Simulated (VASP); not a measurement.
Set up this calculation in VASP 6.6.1, as the native input.

```
Task                   : single point
Functional             : PBE
Potentials or basis    : VASP PAW PBE potentials, release 64 (Si, O, Al, H)
Cutoff                 : 520 eV
k mesh                 : 1 × 1 × 1
Occupations            : gaussian, width 0.02 eV
Spin                   : no spin polarisation
Dipole correction      : no
Further INCAR settings : LREAL = Auto; ALGO = Normal; EDIFF = 1e-06; NBANDS = 234
```

The structure of AlSi23HO48 (a cell with a defect) lies in POSCAR:

```
AlSi23HO48
1.0
    9.8316000000      0.0000000000      0.0000000000
   -4.9158000000      8.5144150000      0.0000000000
    0.0000000000      0.0000000000     10.8182000000
Si O Al H
23 48 1 1
Direct
    0.2665240000      0.0059135000      0.1655480000
    0.0047801000      0.2668430000      0.3336890000
    0.2385990000      0.2405240000      0.9993619200
    0.2643930000      0.9914680000      0.6636310000
    0.9894460000      0.2647620000      0.8359160000
    0.2293890000      0.2223500000      0.5039390000
    0.2727950000      0.5039720000      0.1701260000
    0.0007480400      0.7714690000      0.3320030000
    0.2399190000      0.7394080000      0.0036103000
    0.0005861100      0.7613600000      0.8352580000
    0.2367220000      0.7327650000      0.4952940000
    0.7737470000      0.0013135000      0.1675400000
    0.4994380000      0.2689920000      0.3361520000
    0.7231280000      0.2276360000      0.0052600000
    0.7672260000      0.0003560100      0.6682640000
    0.4965340000      0.2621350000      0.8323230000
    0.7339230000      0.2294280000      0.4977480000
    0.7650270000      0.5009460000      0.1701520000
    0.5060110000      0.7694440000      0.3373120000
    0.7350110000      0.7342260000      0.0017393000
    0.7695000000      0.4946490000      0.6683140000
    0.5049940000      0.7715690000      0.8364450000
    0.7366290000      0.7353900000      0.5035120000
    0.0669300000      0.1970330000      0.4418620000
    0.3005170000      0.3678670000      0.1107810000
    0.1415150000      0.4331920000      0.2788680000
    0.2055230000      0.0726220000      0.0529050000
    0.3638220000      0.2956960000      0.3956590000
    0.4304760000      0.1432870000      0.2228400000
    0.0774410000      0.2214290000      0.9403120000
    0.2816500000      0.3345550000      0.6226230000
    0.1127490000      0.4436080000      0.7736440000
    0.2025460000      0.0517640000      0.5480320000
    0.3666400000      0.3006510000      0.8886370000
    0.4259760000      0.1307370000      0.7237120000
    0.0744250000      0.7148220000      0.4404160000
    0.2990230000      0.8705150000      0.1122040000
    0.1321980000      0.9367910000      0.2719290000
    0.2122820000      0.5747800000      0.0606630000
    0.3722160000      0.8059320000      0.3878360000
    0.4380460000      0.6385040000      0.2276310000
    0.0725450000      0.7073100000      0.9477570000
    0.2961460000      0.8548910000      0.6125940000
    0.1305640000      0.9238230000      0.7720150000
    0.2046780000      0.5650810000      0.5413850000
    0.3666500000      0.8003610000      0.8916470000
    0.4446260000      0.6419540000      0.7304500000
    0.5694620000      0.2032300000      0.4422660000
    0.7877240000      0.3607110000      0.1128000000
    0.6375250000      0.4354250000      0.2820770000
    0.7013660000      0.0652280000      0.0614060000
    0.8647800000      0.2916250000      0.3887050000
    0.9390500000      0.1430300000      0.2186820000
    0.5593170000      0.1980150000      0.9456520000
    0.7972430000      0.3592890000      0.6087090000
    0.6382200000      0.4247080000      0.7766210000
    0.7041580000      0.0647460000      0.5563510000
    0.8528310000      0.2900690000      0.8935630000
    0.9329220000      0.1411050000      0.7233450000
    0.5690300000      0.7046840000      0.4500810000
    0.8090660000      0.8707120000      0.1071580000
    0.6493380000      0.9307470000      0.2810300000
    0.7023520000      0.5687240000      0.0603190000
    0.8621690000      0.7960110000      0.3902950000
    0.9317650000      0.6379980000      0.2237340000
    0.5714880000      0.7153310000      0.9525590000
    0.7999120000      0.8658140000      0.6135890000
    0.6435860000      0.9394650000      0.7823920000
    0.7160940000      0.5738100000      0.5617710000
    0.8581930000      0.7836980000      0.8863920000
    0.9385760000      0.6183740000      0.7325650000
    0.2790850000      0.5026830000      0.6579390000
    0.0389346800      0.5237600300      0.7531024500
```

These files were run (other wordings do the same):

INCAR

```
PREC = Accurate ; ENCUT = 520
EDIFF = 1E-6 ; ISMEAR = 0
SIGMA = 0.02 ; LREAL = Auto
LASPH = T ; NELM = 100
ALGO = Normal ; ISIF = 2
LWAVE = F ; LCHARG = T
GGA = PE ; LELF = T
LVHAR = T ; NBANDS = 234
```

KPOINTS

```
Automatic mesh
0
Gamma
  1 1 1
```

Potentials or basis: VASP PAW PBE potentials, release 64 (Si, O, Al, H).

Launch:

```sh
$ cat potpaw_PBE.64/Si/POTCAR potpaw_PBE.64/O/POTCAR potpaw_PBE.64/Al/POTCAR potpaw_PBE.64/H/POTCAR > POTCAR
$ mpirun -np 1 vasp_gam > vasp.out
```

Results of the run:

```
Pressure               : 2.4 GPa
Largest force          : 3.486 eV/Å
Band gap on the k mesh : 5.18 eV
```

Caveat: the k points lie up to 0.74 Å⁻¹ apart.

It took 11 min on 1 thread of Intel(R) Xeon(R) Platinum 8259CL CPU @ 2.50GHz (Skylake/Cascade Lake), with other jobs on the host, peak memory 0.98 GiB.
